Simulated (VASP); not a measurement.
Here is a VASP 6.6.1 calculation.

INCAR

```
SYSTEM = I
PREC = Accurate
ENCUT = 520
EDIFF = 1E-7
ISMEAR = -1
SIGMA = 0.05
LREAL = .False.
LASPH = .True.
NELM = 100
ALGO = Normal
ISIF = 2
LWAVE = .False.
LCHARG = .False.
GGA = CA
NBANDS = 10
```

Contents of KPOINTS:

```
regular mesh
0
Gamma
  7 7 11
  0 0 0
```

File POSCAR:

```
I
1.0
    2.1927016824     -3.5665534211     -0.3565830842
    2.1927016824      3.5665534211     -0.3565830842
   -1.7346544456      0.0000000000      2.5534719262
I
1
Direct
    0.5000000000      0.5000000000      0.5000000000
```

Potentials or basis: VASP PAW LDA potentials, release 64 (I).

Run with:

```sh
$ cat potpaw_LDA.64/I/POTCAR > POTCAR
$ mpirun -np 1 vasp_std > vasp.out
```

**Question.** Predict the band gap on the k mesh.

**Answer.** Zero (an odd number of electrons rules out a gap without spin polarisation).

**Question.** Estimate the pressure.

**Answer.** 0.0 GPa.

Caveat: spin-orbit coupling is left out, which moves the levels of the heavy elements; an odd number of electrons without spin polarisation forces a metal; a magnetic or distorted state may lie lower.
